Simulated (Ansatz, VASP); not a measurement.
# C: VASP beside Ansatz

```
CELL_PARAMETERS angstrom
1.22803 0.70900 3.34701
-1.22803 0.70900 3.34701
0.00000 -1.41801 3.34701
ATOMIC_POSITIONS crystal
C 0.83338 0.83338 0.83338
C 0.16662 0.16662 0.16662
```

Alike in both runs: functional PBE; k mesh 13 × 13 × 13; occupations fermi-dirac, width 0.05 eV; no spin polarisation.

Ansatz relaxed the structure, and its values are those at the end. VASP's run is a single point on that final structure, the one shown.

```csv
,VASP,Ansatz
version,VASP 6.6.1,Ansatz 0.2.0
potentials or method,"VASP PAW PBE potentials, release 64 (C)","plane-wave PAW, scalar-relativistic"
plane-wave cutoff (eV),520,420
valence electrons in the cell,8,8
```

|  | VASP | Ansatz | Ansatz less VASP |
| --- | --- | --- | --- |
| pressure (GPa) | 5.0 | 4.5 | -0.46 |

Ansatz's warnings: stress scf threshold loose.
